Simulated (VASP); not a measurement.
Sc2Ga4S:

```
Sc Ga S
1.0
     4.10000    0.00000    0.00000
     0.00000    4.10000    0.00000
     0.00000    0.00000    7.60000
Sc Ga S
2 4 1
Direct
  0.00000 0.00000 0.50000
  0.00000 0.00000 0.00000
  0.00000 0.50000 0.73000
  0.50000 0.00000 0.73000
  0.00000 0.50000 0.27000
  0.50000 0.00000 0.27000
  0.50000 0.50000 0.00000
```

This cell differs from its parent crystal: atoms taken out.

* Program: VASP 6.6.1
* Task: relaxation of cell and atoms
* Functional: PBE
* Potentials or basis: VASP PAW PBE potentials, release 64 (Sc_sv, Ga_d, S)
* Cutoff: 600 eV
* k mesh: 4 × 4 × 2
* Occupations: gaussian, width 0.2 eV
* Spin: no spin polarisation

At the start: pressure 4.4 GPa; volume 18.25 Å³/atom.

Problem. Where does the relaxation end?

Solution. Over 10 steps the energy falls by 59.7 meV/atom and the volume is 19.39 Å³/atom (+6.3 %); space group P4/mmm (No. 123, to 0.1 Å) before and after.

The path:
```
step  energy change (eV)  largest force (eV/Å)  pressure (GPa)  volume (Å³)
   1              0.0000                0.1324            4.37       127.76
   2             -0.1577                0.0522           -1.02       137.15
   3             -0.1577                0.0542           -0.89       136.98
   4             -0.2082                0.0263           -0.79       136.23
   5             -0.3331                0.0888           -0.03       133.65
   6             -0.3212                0.2187            4.12       127.29
   7             -0.3732                0.1668            1.57       130.43
   8             -0.4032                0.1049           -0.07       133.84
   9             -0.4084                0.0603           -0.85       135.73
  10             -0.4176                0.0182           -0.39       135.75
```

Final structure:
```
Sc Ga S
1.0
     3.79107    0.00000    0.00000
     0.00000    3.79107    0.00000
     0.00000    0.00000    9.44540
Sc Ga S
2 4 1
Direct
  0.00000 0.00000 0.50000
  0.00000 0.00000 0.00000
  0.00000 0.50000 0.72786
  0.50000 0.00000 0.72786
  0.00000 0.50000 0.27214
  0.50000 0.00000 0.27214
  0.50000 0.50000 0.00000
```

Caveat: the k points lie up to 0.41 Å⁻¹ apart in the final cell, too coarse for converged energies and pressures of a metal; the cell differs from its parent crystal (atoms taken out); a cell axis changed by over 15 % at a fixed basis, so the end point is rough.
